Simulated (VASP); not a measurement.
# PbSe (P1) in VASP: single point with PBE

Aim: the single point of PbSe with PBE.

Everything below comes from runs of VASP 6.6.1. Logs are shortened: lines on timing, memory, paths and dates and some standing lists are left out, and cuts for length are marked.

### Step 1. The cell of the first run

The typed cell holds 8 atoms: a = 4.400 Å, b = 6.236 Å, c = 8.799 Å, α = 90.16°, β = 89.88°, γ = 90.19°.

### Step 2. Single point, PBE

INCAR reads:

```
SYSTEM = PbSe
PREC     = Accurate       ! precision mode
ENCUT    = 520            ! plane-wave cutoff, eV
EDIFF    = 1E-7           ! SCF threshold, eV
ISMEAR   = 0              ! smearing method
SIGMA    = 0.1            ! smearing width, eV
LREAL    = .False.        ! projectors in reciprocal space
LASPH    = .True.         ! aspherical terms in the spheres
NELM     = 60             ! most SCF steps
ALGO     = Normal         ! electronic algorithm
ISIF     = 2              ! what is computed and relaxed
LWAVE    = .False.        ! write WAVECAR
LCHARG   = .False.        ! write CHGCAR
GGA      = PE             ! functional
NBANDS   = 50             ! bands
```

KPOINTS reads:

```
regular mesh
0
Gamma
  4 4 2
  0 0 0
```

POSCAR reads:

```
PbSe
1.0
    4.3997862205      0.0116445281      0.0197598194
   -0.0370233661      6.2358463424      0.0055374763
   -0.0213189618     -0.0323657071      8.7987328975
Pb Se
4 4
Direct
    0.3677838881      0.5087220063      0.0594894798
    0.3674925693      0.5078751340      0.5595820584
    0.8677626217      0.0086080863      0.3095578835
    0.8680460462      0.0078318926      0.8092145911
    0.8823122599      0.4915903148      0.3155911564
    0.8823786777      0.4920426731      0.8157079232
    0.3821739140      0.9917751982      0.5655810632
    0.3820500231      0.9915546947      0.0652758445
```

Potentials or basis: VASP PAW PBE potentials, release 64 (Pb_d, Se).

On the command line:

```bash
cat potpaw_PBE.64/Pb_d/POTCAR potpaw_PBE.64/Se/POTCAR > POTCAR
mpirun -np 1 vasp_std > vasp.out
```

OUTCAR:

```text
SYSTEM = PbSe
   PREC = Accurate
   ENCUT = 520
   EDIFF = 1E-7
   ISMEAR = 0
   LREAL = .False.
   LASPH = .True.
   NELM = 60
   ISIF = 2
   GGA = PE

 ion  position               nearest neighbor table
   1  0.368  0.509  0.059-   8 3.01   6 3.03   5 3.10   6 3.12   5 3.20   8 3.23
   2  0.367  0.508  0.560-   7 3.02   5 3.03   6 3.10   5 3.12   6 3.20   7 3.22
   3  0.868  0.009  0.310-   5 3.01   8 3.04   7 3.10   8 3.12   7 3.20   5 3.23
   4  0.868  0.008  0.809-   6 3.02   7 3.03   8 3.10   7 3.11   8 3.20   6 3.22
   5  0.882  0.492  0.316-   3 3.01   2 3.03   1 3.10   2 3.12   1 3.20   3 3.23
   6  0.882  0.492  0.816-   4 3.02   1 3.03   2 3.10   1 3.12   2 3.20   4 3.22
   7  0.382  0.992  0.566-   2 3.02   4 3.03   3 3.10   4 3.11   3 3.20   2 3.22
   8  0.382  0.992  0.065-   1 3.01   3 3.04   4 3.10   3 3.12   4 3.20   1 3.23

  LATTYP: Found a triclinic cell.
 ALAT       =     6.2359587073
 B/A-ratio  =     1.7271459744
 C/A-ratio  =     0.7055604771
 COS(alpha) =     0.0002212868
 COS(beta)  =     0.0032864796
 COS(gamma) =     0.5767220365

  Lattice vectors:

 A1 = (   0.0370233661,  -6.2358463424,  -0.0055374763)
 A2 = (   0.0583423279,  -6.2034806353,  -8.8042703738)
 A3 = (   4.3997862205,   0.0116445281,   0.0197598194)

Analysis of symmetry for initial positions (statically):
=====================================================================
 Subroutine PRICEL returns:
 Original cell was already a primitive cell.

 Routine SETGRP: Setting up the symmetry group for a
 triclinic supercell.

 Subroutine GETGRP returns: Found  1 space group operations
 (whereof  1 operations were pure point group operations)
 out of a pool of  2 trial point group operations.

The static configuration has the point symmetry C_1 .

Analysis of symmetry for dynamics (positions and initial velocities):
=====================================================================
 Subroutine PRICEL returns:
 Original cell was already a primitive cell.

 Routine SETGRP: Setting up the symmetry group for a
 triclinic supercell.

 Subroutine GETGRP returns: Found  1 space group operations
 (whereof  1 operations were pure point group operations)
 out of a pool of  2 trial point group operations.

The dynamic configuration has the point symmetry C_1 .

 Subroutine INISYM returns: Found  1 space group operations
 (whereof  1 operations are pure point group operations),
 and found     1 'primitive' translations

----------------------------------------------------------------------------------------

                                     Primitive cell

  volume of cell :     241.4127

  direct lattice vectors                    reciprocal lattice vectors
     4.399786221  0.011644528  0.019759819     0.227277705  0.001348896  0.000555646
    -0.037023366  6.235846342  0.005537476    -0.000427056  0.160360098  0.000588842
    -0.021318962 -0.032365707  8.798732898    -0.000510142 -0.000103952  0.113651110

  length of vectors
     4.399846001  6.235958707  8.798818252     0.227282387  0.160361747  0.113652302

  position of ions in fractional coordinates (direct lattice)
     0.367783888  0.508722006  0.059489480
     0.367492569  0.507875134  0.559582058
     0.867762622  0.008608086  0.309557883
     0.868046046  0.007831893  0.809214591
     0.882312260  0.491590315  0.315591156
     0.882378678  0.492042673  0.815707923
     0.382173914  0.991775198  0.565581063
     0.382050023  0.991554695  0.065275845

  ion indices of the primitive-cell ions
   primitive index   ion index
                 1           1
                 2           2
                 3           3
                 4           4
                 5           5
                 6           6
                 7           7
                 8           8

----------------------------------------------------------------------------------------

 KPOINTS: regular mesh

Automatic generation of k-mesh.
 Grid dimensions read from file:
 generate k-points for:    4    4    2

 Generating k-lattice:

  Cartesian coordinates                     Fractional coordinates (reciprocal lattice)
     0.056819426  0.000337224  0.000138912     0.250000000 -0.000000000 -0.000000000
    -0.000106764  0.040090024  0.000147211    -0.000000000  0.250000000  0.000000000
    -0.000255071 -0.000051976  0.056825555     0.000000000  0.000000000  0.500000000

  Length of vectors
     0.056820597  0.040090437  0.056826151

  Shift w.r.t. Gamma in fractional coordinates (k-lattice)
     0.000000000  0.000000000  0.000000000

 Subroutine IBZKPT returns following result:
 ===========================================

 Found     20 irreducible k-points:

 Following reciprocal coordinates:
            Coordinates               Weight
  0.000000  0.000000  0.000000      1.000000
  0.250000 -0.000000 -0.000000      2.000000
  0.500000 -0.000000 -0.000000      1.000000
  0.000000  0.250000  0.000000      2.000000
  0.250000  0.250000  0.000000      2.000000
  0.500000  0.250000  0.000000      2.000000
[... 12 lines left out ...]
  0.250000  0.500000  0.500000      2.000000
  0.500000  0.500000  0.500000      1.000000
   k-points           NKPTS =     20   k-points in BZ     NKDIM =     20   number of bands    NBANDS=     50
   number of dos      NEDOS =    301   number of ions     NIONS =      8
   total plane-waves  NPLWV = 120960
   dimension x,y,z NGX =    36 NGY =   48 NGZ =   70
   dimension x,y,z NGXF=    72 NGYF=   96 NGZF=  140
   ions per type =               4   4
   NGX,Y,Z   is equivalent  to a cutoff of  13.60, 12.80, 13.23 a.u.
   NGXF,Y,Z  is equivalent  to a cutoff of  27.20, 25.59, 26.45 a.u.
 SYSTEM =  PbSe
   PREC   = accura    normal or accurate (medium, high low for compatibility)
   ISTART =      0    job   : 0-new  1-cont  2-samecut
   ICHARG =      2    charge: 1-file 2-atom 10-const
   ISPIN  =      1    spin polarized calculation?
   LNONCOLLINEAR =      F non collinear calculations
   LSORBIT =      F    spin-orbit coupling
   LASPH  =      T    aspherical Exc in radial PAW
   ENCUT  =  520.0 eV  38.22 Ry    6.18 a.u.   8.18 11.59 16.36*2*pi/ulx,y,z
   NELM   =     60;   NELMIN=  2; NELMDL= -5     # of ELM steps
   EDIFF  = 0.1E-06   stopping-criterion for ELM
   LREAL  =      F    real-space projection
   EDIFFG = 0.1E-05   stopping-criterion for IOM
   NSW    =      0    number of steps for IOM
   IBRION =     -1    ionic relax: 0-MD 1-quasi-New 2-CG
   NFREE  =      0    steps in history (QN), initial steepest desc. (CG)
   ISIF   =      2    stress and relaxation
   ISYM   =      2    0-nonsym 1-usesym 2-fastsym
   POTIM  = 0.5000    time-step for ionic-motion
   TEBEG  =    0.0;   TEEND  =   0.0 temperature during run
   PSTRESS=    0.0 pullay stress
   NELECT =      80.0000    total number of electrons
   NUPDOWN=      -1.0000    fix difference up-down
   EMIN   =  10.00;   EMAX   =-10.00  energy-range for DOS
   EFERMI =   0.00;   METHOD = LEGACY
   ISMEAR =     0;   SIGMA  =   0.10  broadening in eV -4-tet -1-fermi 0-gaus
   EFERMI_NEDOS =   21; number of points for ismear=-14 and -15
   IALGO  =     38    algorithm
   IMIX   =      4    mixing-type and parameters
     AMIX     =   0.40;   BMIX     =  1.00
     AMIX_MAG =   1.60;   BMIX_MAG =  1.00
  volume/ion in A,a.u.               =      30.18       203.64
  Fermi-wavevector in a.u.,A,eV,Ry     =   1.132882  2.140837 17.462020  1.283422
  Thomas-Fermi vector in A             =   2.269584
   LORBIT       =      0    0 simple, 1 ext, 2 COOP (PROOUT), +10 PAW based schemes
   GGA     = PE    functional components
   LHFCALC =     F    Hartree Fock is set to
   AEXX    =    0.0000 exact exchange contribution
   IVDW    =     0    specifies the selected vdW correction
   LEPSILON=     F    determine dielectric tensor
   LRPA    =     F    only Hartree local field effects (RPA)
 non-spin polarized calculation
 Gauss-broadening in eV      SIGMA  =   0.10
  energy-cutoff  :      520.00
  volume of cell :      241.41
 maximum number of plane-waves:      6540
 NGX is ok and might be reduce to    36
   NGX = 17   NGY = 23   NGZ = 33

 number of electron      79.9999999 magnetization

 Free energy of the ion-electron system (eV)
  ---------------------------------------------------
  ext. energy  EPLUGINS =         0.00000000
  ---------------------------------------------------
  free energy    TOTEN  =       -32.74536239 eV

  energy without entropy =      -32.74534272  energy(sigma->0) =      -32.74535256

 E-fermi :   4.6429     XC(G=0):  -9.2936

 val. band max:        4.4008562254   @ k =   0.5000   0.5000   0.0000
 cond. band min:       4.8840433697   @ k =   0.5000   0.5000   0.0000
 fundamental gap:      0.4831871443
 Fermi energy:         4.6429058627

 k-point     1 :       0.0000    0.0000    0.0000
  band No.  band energies     occupation
      1     -12.3927      2.00000
      2     -12.3264      2.00000
      3     -12.3254      2.00000
      4     -12.3138      2.00000
      5     -12.3055      2.00000
      6     -12.3046      2.00000
[... 42 lines left out ...]
     49       8.9886      0.00000
     50       9.0416      0.00000

 k-point     2 :       0.2500   -0.0000   -0.0000
  band No.  band energies     occupation
      1     -12.3677      2.00000
      2     -12.3615      2.00000
      3     -12.3613      2.00000
      4     -12.3054      2.00000
      5     -12.3047      2.00000
      6     -12.3031      2.00000
[... 42 lines left out ...]
     49       8.7008      0.00000
     50       9.0277      0.00000

 k-point     3 :       0.5000   -0.0000   -0.0000
  band No.  band energies     occupation
      1     -12.3925      2.00000
      2     -12.3919      2.00000
      3     -12.3263      2.00000
      4     -12.3253      2.00000
      5     -12.3141      2.00000
      6     -12.3134      2.00000
[... 890 lines left out ...]
     49       8.8656      0.00000
     50       8.8695      0.00000

 k-point    20 :       0.5000    0.5000    0.5000
  band No.  band energies     occupation
      1     -12.3400      2.00000
      2     -12.3397      2.00000
      3     -12.3389      2.00000
      4     -12.3368      2.00000
      5     -12.3059      2.00000
      6     -12.3054      2.00000
[... 42 lines left out ...]
     49       8.4778      0.00000
     50       8.4938      0.00000

------------------------ aborting loop because EDIFF is reached ----------------------------------------

  FORCE on cell =-STRESS in cart. coord.  units (eV):
  Direction    XX          YY          ZZ          XY          YZ          ZX
  --------------------------------------------------------------------------------------
  -------------------------------------------------------------------------------------
  Total        0.0296204      0.0074104      0.0181421     -0.0181377     -0.0148773      0.0191959
  in kB        0.1965810      0.0491802      0.1204034     -0.1203742     -0.0987361      0.1273970
  external PRESSURE =       0.1220548 kB  Pullay stress =       0.0000000 kB

 VOLUME and BASIS-vectors are now :
 -----------------------------------------------------------------------------
  energy-cutoff  :      520.00
  volume of cell :      241.41
      direct lattice vectors                 reciprocal lattice vectors
     4.399786221  0.011644528  0.019759819     0.227277705  0.001348896  0.000555646
    -0.037023366  6.235846342  0.005537476    -0.000427056  0.160360098  0.000588842
    -0.021318962 -0.032365707  8.798732898    -0.000510142 -0.000103952  0.113651110

 POSITION                                       TOTAL-FORCE (eV/Angst)
 -----------------------------------------------------------------------------------
      1.59807      3.17467      0.53352        -0.002192     -0.012813     -0.001556
      1.58616      3.15320      4.93369        -0.000818     -0.004833     -0.003013
      3.81105      0.05376      2.74091        -0.002228     -0.012244     -0.010761
      3.80168      0.03276      7.13726        -0.003129     -0.003277      0.006874
      3.85706      3.06554      2.79696         0.001680      0.010871      0.005026
      3.84667      3.05218      7.19736         0.001080      0.004039     -0.002790
      1.63271      6.17070      4.98944         0.001252      0.006208     -0.003487
      1.64284      6.18552      0.58738         0.004355      0.012049      0.009707
 -----------------------------------------------------------------------------------
    total drift:                                0.000198     -0.001422     -0.000297

  FREE ENERGIE OF THE ION-ELECTRON SYSTEM (eV)
  ---------------------------------------------------
  free  energy   TOTEN  =       -32.7453623938 eV

  energy  without entropy=      -32.7453427193  energy(sigma->0) =      -32.74535256
```

It took 9.8 min on 1 thread of AMD EPYC 7R13, shared host; peak memory 0.42 GiB.

What came out:

| Item | Value |
| --- | --- |
| Free energy | -32.7454 eV |
| Pressure | 0.0 GPa |
| Largest force | 0.016 eV/Å |
| Band gap on the k mesh | 0.48 eV |

Forces on the atoms (eV/Å):
```
Pb  -0.002 -0.013 -0.002
Pb  -0.001 -0.005 -0.003
Pb  -0.002 -0.012 -0.011
Pb  -0.003 -0.003  0.007
Se   0.002  0.011  0.005
Se   0.001  0.004 -0.003
Se   0.001  0.006 -0.003
Se   0.004  0.012  0.010
```

Caveat: spin-orbit coupling is left out, which moves the levels of the heavy elements.
